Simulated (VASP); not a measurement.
A run of VASP 6.6.1 is set up as follows.

INCAR

```
ALGO = Normal ; EDIFF = 1E-6
ENCUT = 520 ; GGA = RP
ISIF = 2 ; ISMEAR = -1
ISPIN = 2 ; LASPH = T
LCHARG = F ; LMAXMIX = 4
LORBIT = 11 ; LREAL = F
LWAVE = F ; MAGMOM = 0 0 4 4
NBANDS = 30 ; NELM = 150
PREC = Accurate ; SIGMA = 0.05
```

Contents of KPOINTS:

```
k-points
0
Gamma
  7 7 5
```

The input POSCAR:

```
MnSb
1.0
    4.1221468118      0.0000000000      0.0000000000
   -2.0610734059      3.5698838571      0.0000000000
    0.0000000000      0.0000000000      5.7412068848
Sb Mn
2 2
Direct
    0.6666666667      0.3333333333      0.7500000000
    0.3333333333      0.6666666667      0.2500000000
    0.0000000000      0.0000000000      0.5000000000
    0.0000000000      0.0000000000      0.0000000000
```

Potentials or basis: VASP PAW PBE potentials, release 64 (Sb, Mn_pv).

The run is started by

```bash
$ cat potpaw_PBE.64/Sb/POTCAR potpaw_PBE.64/Mn_pv/POTCAR > POTCAR
$ mpirun -np 1 vasp_std > vasp.out
```

(1) Predict the pressure.

(2) Estimate the site moments.

Results:

(1) 0.5 GPa.

(2) Sb -0.14; Mn +3.39 μB.

Caveat: the PAW data sets were made with another functional, which shifts forces and pressure a little.
